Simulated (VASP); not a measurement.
# GaN in VASP: relaxation of the atoms with PBE

Aim: the relaxation of the atoms of GaN with PBE.

Program: VASP 6.6.1. These are calculated values, not measurements. Logs are shortened: lines on timing, memory, paths and dates and some standing lists are left out, and cuts for length are marked.

### 1 The cell of the first run

The cell holds a slab with vacuum, 6 atoms: a = 3.217 Å, b = 3.217 Å, c = 19.686 Å, α = 90.00°, β = 90.00°, γ = 90.00°.

### 2 Relaxation of the atoms, PBE

Contents of INCAR:

```
PREC     = Accurate       # precision mode
ENCUT    = 520            # plane-wave cutoff, eV
EDIFF    = 1E-7           # SCF threshold, eV
ISMEAR   = 0              # smearing method
SIGMA    = 0.05           # smearing width, eV
LREAL    = False          # projectors in reciprocal space
LASPH    = True           # aspherical terms in the spheres
NELM     = 100            # most SCF steps
ALGO     = Fast           # electronic algorithm
ISIF     = 2              # what is computed and relaxed
LWAVE    = False          # write WAVECAR
LCHARG   = False          # write CHGCAR
LDIPOL   = True         
IDIPOL   = 3            
DIPOL    = 0.5 0.5 0.500
GGA      = PE             # functional
IBRION   = 2              # ionic algorithm
NSW      = 70             # ionic steps
EDIFFG   = -0.03          # ionic threshold
```

Contents of KPOINTS:

```
Automatic mesh
0
Gamma
  8 8 1
```

Contents of POSCAR:

```
GaN
1.0
    3.2165072826      0.0000000000      0.0000000000
    0.0000000000      3.2165072826      0.0000000000
    0.0000000000      0.0000000000     19.6860352781
N Ga
3 3
Selective dynamics
Direct
    0.0000000000      0.5000000000      0.3555820103  F F F
    0.5000000000      0.0000000000      0.4711164021  F F F
    0.0000000000      0.5000000000      0.5866507938  T T T
    0.5000000000      0.5000000000      0.4133492062  F F F
    0.0000000000      0.0000000000      0.5288835979  T T T
    0.5000000000      0.5000000000      0.6444179897  T T T
```

Potentials or basis: VASP PAW PBE potentials, release 64 (N, Ga_d).

Run with:

```
$ cat potpaw_PBE.64/N/POTCAR potpaw_PBE.64/Ga_d/POTCAR > POTCAR
$ mpirun -np 1 vasp_std > vasp.out
```

OUTCAR:

```text
PREC = Accurate
   ENCUT = 520
   EDIFF = 1E-7
   ISMEAR = 0
   LREAL = False
   LASPH = True
   NELM = 100
   ISIF = 2
   GGA = PE
   IBRION = 2
   NSW = 70
   EDIFFG = -0.03

 ion  position               nearest neighbor table
   1  0.000  0.500  0.356-   4 1.97   4 1.97
   2  0.500  0.000  0.471-   5 1.97   5 1.97   4 1.97   4 1.97
   3  0.000  0.500  0.587-   5 1.97   5 1.97   6 1.97   6 1.97
   4  0.500  0.500  0.413-   2 1.97   2 1.97   1 1.97   1 1.97
   5  0.000  0.000  0.529-   2 1.97   2 1.97   3 1.97   3 1.97
   6  0.500  0.500  0.644-   3 1.97   3 1.97

  LATTYP: Found a simple tetragonal cell.
 ALAT       =     3.2165072826
 C/A-ratio  =     6.1203142255

  Lattice vectors:

 A1 = (   3.2165072826,   0.0000000000,   0.0000000000)
 A2 = (   0.0000000000,   3.2165072826,   0.0000000000)
 A3 = (   0.0000000000,   0.0000000000,  19.6860352781)

Analysis of symmetry for initial positions (statically):
=====================================================================
 Subroutine PRICEL returns:
 Original cell was already a primitive cell.

 Routine SETGRP: Setting up the symmetry group for a
 simple tetragonal supercell.

 Subroutine GETGRP returns: Found  4 space group operations
 (whereof  4 operations were pure point group operations)
 out of a pool of 16 trial point group operations.

The static configuration has the point symmetry C_2v.

Analysis of symmetry for dynamics (positions and initial velocities):
=====================================================================
 Subroutine PRICEL returns:
 Original cell was already a primitive cell.

 Routine SETGRP: Setting up the symmetry group for a
 simple tetragonal supercell.

 Subroutine GETGRP returns: Found  4 space group operations
 (whereof  4 operations were pure point group operations)
 out of a pool of 16 trial point group operations.

The dynamic configuration has the point symmetry C_2v.

Analysis of constrained symmetry for selective dynamics:
=====================================================================
 Subroutine PRICEL returns:
 Original cell was already a primitive cell.

 Routine SETGRP: Setting up the symmetry group for a
 simple tetragonal supercell.

 Subroutine GETGRP returns: Found  4 space group operations
 (whereof  4 operations were pure point group operations)
 out of a pool of 16 trial point group operations.

The constrained configuration has the point symmetry C_2v.

 Subroutine INISYM returns: Found  4 space group operations
 (whereof  4 operations are pure point group operations),
 and found     1 'primitive' translations

----------------------------------------------------------------------------------------

                                     Primitive cell

  volume of cell :     203.6701

  direct lattice vectors                    reciprocal lattice vectors
     3.216507283  0.000000000  0.000000000     0.310896234  0.000000000  0.000000000
     0.000000000  3.216507283  0.000000000     0.000000000  0.310896234  0.000000000
     0.000000000  0.000000000 19.686035278     0.000000000  0.000000000  0.050797430

  length of vectors
     3.216507283  3.216507283 19.686035278     0.310896234  0.310896234  0.050797430

  position of ions in fractional coordinates (direct lattice)
     0.000000000  0.500000000  0.355582010
     0.500000000  0.000000000  0.471116402
     0.000000000  0.500000000  0.586650794
     0.500000000  0.500000000  0.413349206
     0.000000000  0.000000000  0.528883598
     0.500000000  0.500000000  0.644417990

  ion indices of the primitive-cell ions
   primitive index   ion index
                 1           1
                 2           2
                 3           3
                 4           4
                 5           5
                 6           6

----------------------------------------------------------------------------------------

 KPOINTS: Automatic mesh

Automatic generation of k-mesh.
 Grid dimensions read from file:
 generate k-points for:    8    8    1

 Generating k-lattice:

  Cartesian coordinates                     Fractional coordinates (reciprocal lattice)
     0.038862029  0.000000000  0.000000000     0.125000000  0.000000000  0.000000000
     0.000000000  0.038862029  0.000000000     0.000000000  0.125000000  0.000000000
     0.000000000  0.000000000  0.050797430     0.000000000  0.000000000  1.000000000

  Length of vectors
     0.038862029  0.038862029  0.050797430

  Shift w.r.t. Gamma in fractional coordinates (k-lattice)
     0.000000000  0.000000000  0.000000000

 Subroutine IBZKPT returns following result:
 ===========================================

 Found     25 irreducible k-points:

 Following reciprocal coordinates:
            Coordinates               Weight
  0.000000  0.000000  0.000000      1.000000
  0.125000  0.000000  0.000000      2.000000
  0.000000  0.125000  0.000000      2.000000
  0.250000  0.000000  0.000000      2.000000
  0.000000  0.250000  0.000000      2.000000
  0.375000  0.000000  0.000000      2.000000
[... 16 lines left out ...]
  0.500000  0.375000  0.000000      2.000000
 -0.375000  0.500000  0.000000      2.000000
   k-points           NKPTS =     25   k-points in BZ     NKDIM =     25   number of bands    NBANDS=     32
   number of dos      NEDOS =    301   number of ions     NIONS =      6
   total plane-waves  NPLWV =  86400
   dimension x,y,z NGX =    24 NGY =   24 NGZ =  150
   dimension x,y,z NGXF=    48 NGYF=   48 NGZF=  300
   ions per type =               3   3
   NGX,Y,Z   is equivalent  to a cutoff of  12.40, 12.40, 12.67 a.u.
   NGXF,Y,Z  is equivalent  to a cutoff of  24.81, 24.81, 25.33 a.u.
 SYSTEM =  unknown system
   PREC   = accura    normal or accurate (medium, high low for compatibility)
   ISTART =      0    job   : 0-new  1-cont  2-samecut
   ICHARG =      2    charge: 1-file 2-atom 10-const
   ISPIN  =      1    spin polarized calculation?
   LNONCOLLINEAR =      F non collinear calculations
   LSORBIT =      F    spin-orbit coupling
   LASPH  =      T    aspherical Exc in radial PAW
   ENCUT  =  520.0 eV  38.22 Ry    6.18 a.u.   5.98  5.98 36.60*2*pi/ulx,y,z
   NELM   =    100;   NELMIN=  2; NELMDL= -5     # of ELM steps
   EDIFF  = 0.1E-06   stopping-criterion for ELM
   LREAL  =      F    real-space projection
   EDIFFG = -.3E-01   stopping-criterion for IOM
   NSW    =     70    number of steps for IOM
   IBRION =      2    ionic relax: 0-MD 1-quasi-New 2-CG
   NFREE  =      1    steps in history (QN), initial steepest desc. (CG)
   ISIF   =      2    stress and relaxation
   ISYM   =      2    0-nonsym 1-usesym 2-fastsym
   POTIM  = 0.5000    time-step for ionic-motion
   TEBEG  =    0.0;   TEEND  =   0.0 temperature during run
   PSTRESS=    0.0 pullay stress
   NELECT =      54.0000    total number of electrons
   NUPDOWN=      -1.0000    fix difference up-down
   EMIN   =  10.00;   EMAX   =-10.00  energy-range for DOS
   EFERMI =   0.00;   METHOD = LEGACY
   ISMEAR =     0;   SIGMA  =   0.05  broadening in eV -4-tet -1-fermi 0-gaus
   EFERMI_NEDOS =   21; number of points for ismear=-14 and -15
   IALGO  =     68    algorithm
   IMIX   =      4    mixing-type and parameters
     AMIX     =   0.40;   BMIX     =  1.00
     AMIX_MAG =   1.60;   BMIX_MAG =  1.00
  volume/ion in A,a.u.               =      33.95       229.07
  Fermi-wavevector in a.u.,A,eV,Ry     =   1.051712  1.987448 15.049389  1.106099
  Thomas-Fermi vector in A             =   2.186766
   LORBIT       =      0    0 simple, 1 ext, 2 COOP (PROOUT), +10 PAW based schemes
   GGA     = PE    functional components
   LHFCALC =     F    Hartree Fock is set to
   AEXX    =    0.0000 exact exchange contribution
   IVDW    =     0    specifies the selected vdW correction
   LEPSILON=     F    determine dielectric tensor
   LRPA    =     F    only Hartree local field effects (RPA)
 conjugate gradient relaxation of ions
 non-spin polarized calculation
 RMM-DIIS sequential band-by-band and
 Gauss-broadening in eV      SIGMA  =   0.05
  energy-cutoff  :      520.00
  volume of cell :      203.67
 maximum number of plane-waves:      5544
   NGX = 11   NGY = 11   NGZ = 73

--------------------------------------- Ionic step        1  -------------------------------------------

 number of electron      54.0000018 magnetization

 Free energy of the ion-electron system (eV)
  ---------------------------------------------------
  ext. energy  EPLUGINS =         0.00000000
  ---------------------------------------------------
  free energy    TOTEN  =       -31.04901983 eV

  energy without entropy =      -31.04116620  energy(sigma->0) =      -31.04509301

------------------------ aborting loop because EDIFF is reached ----------------------------------------

  FORCE on cell =-STRESS in cart. coord.  units (eV):
  Direction    XX          YY          ZZ          XY          YZ          ZX
  --------------------------------------------------------------------------------------
  -------------------------------------------------------------------------------------
  Total       -0.1028980     -1.1764666     -0.3294118      0.0000000      0.0000000      0.0000000
  in kB       -0.8094505     -9.2547110     -2.5913280      0.0000000      0.0000000      0.0000000
  external PRESSURE =      -4.2184965 kB  Pullay stress =       0.0000000 kB
[... 145 lines left out ...]
  energy  without entropy=      -31.0735218974  energy(sigma->0) =      -31.07688540

--------------------------------------- Ionic step        5  -------------------------------------------

 number of electron      54.0000000 magnetization

 dipolmoment           0.000000      0.000000     -0.187275 electrons x Angstroem

 Free energy of the ion-electron system (eV)
  ---------------------------------------------------
  ext. energy  EPLUGINS =         0.00000000
  ---------------------------------------------------
  free energy    TOTEN  =       -31.08034744 eV

  energy without entropy =      -31.07356349  energy(sigma->0) =      -31.07695546

 E-fermi :  -2.4172     XC(G=0):  -4.9813

 val. band max:       -2.4525977742   @ k =   0.1250   0.0000   0.0000
 cond. band min:      -2.3971530597   @ k =   0.0000   0.0000   0.0000
 fundamental gap:      0.0554447145
 Fermi energy:        -2.4172460961

 k-point     1 :       0.0000    0.0000    0.0000
  band No.  band energies     occupation
      1     -18.5228      2.00000
      2     -18.0189      2.00000
      3     -16.8551      2.00000
      4     -16.8374      2.00000
      5     -16.8304      2.00000
      6     -16.7876      2.00000
[... 829 lines left out ...]
     31       2.8464      0.00000
     32       4.1089      0.00000

 [... further k-points ...]

------------------------ aborting loop because EDIFF is reached ----------------------------------------

 vacuum level on the upper side and lower side of the slab       (xc-potential included)        -1.599         1.589

  FORCE on cell =-STRESS in cart. coord.  units (eV):
  Direction    XX          YY          ZZ          XY          YZ          ZX
  --------------------------------------------------------------------------------------
  -------------------------------------------------------------------------------------
  Total       -0.0805894     -1.4900265     -0.7634439      0.0000000      0.0000000      0.0000000
  in kB       -0.6339588    -11.7213389     -6.0056551      0.0000000      0.0000000      0.0000000
  external PRESSURE =      -6.1203176 kB  Pullay stress =       0.0000000 kB

 VOLUME and BASIS-vectors are now :
 -----------------------------------------------------------------------------
  energy-cutoff  :      520.00
  volume of cell :      203.67
      direct lattice vectors                 reciprocal lattice vectors
     3.216507283  0.000000000  0.000000000     0.310896234  0.000000000  0.000000000
     0.000000000  3.216507283  0.000000000     0.000000000  0.310896234  0.000000000
     0.000000000  0.000000000 19.686035278     0.000000000  0.000000000  0.050797430
[... 12 lines left out ...]
  FREE ENERGIE OF THE ION-ELECTRON SYSTEM (eV)
  ---------------------------------------------------
  free  energy   TOTEN  =       -31.0803474418 eV

  energy  without entropy=      -31.0735634859  energy(sigma->0) =      -31.07695546

 reached required accuracy - stopping structural energy minimisation

 vacuum level on the upper side and lower side of the slab         2.616         5.893
```

Run time: 15 min. Hardware: 1 thread of Oxide Virtual Turin-like, shared host; peak memory 0.34 GiB.

What came out:

```
Free energy               : -31.0803 eV
Energy gained by relaxing : 5.2 meV/atom
Ionic steps               : 5
Band gap on the k mesh    : zero (filled and empty bands touch)
```

Step by step:
| step | energy change (eV) | largest force on free atoms (eV/Å) | pressure (GPa) |
| --- | --- | --- | --- |
| 1 | 0.0000 | 0.9646 | -0.42 |
| 2 | -0.0311 | 0.0794 | -0.59 |
| 3 | -0.0312 | 0.0426 | -0.60 |
| 4 | -0.0312 | 0.0546 | -0.59 |
| 5 | -0.0313 | 0.0284 | -0.61 |

Final structure:
```yaml
crystal:
  lattice:
    - [3.21651, 0.00000, 0.00000]
    - [0.00000, 3.21651, 0.00000]
    - [0.00000, 0.00000, 19.68604]
  atoms:
    - { symbol: N, position: [0.00000, 0.50000, 0.35558] }
    - { symbol: N, position: [0.50000, 0.00000, 0.47112] }
    - { symbol: N, position: [0.00000, 0.50000, 0.58658] }
    - { symbol: Ga, position: [0.50000, 0.50000, 0.41335] }
    - { symbol: Ga, position: [0.00000, 0.00000, 0.52642] }
    - { symbol: Ga, position: [0.50000, 0.50000, 0.64587] }
```

The gap in the log of VASP goes by the Fermi energy; the results here count the filled bands.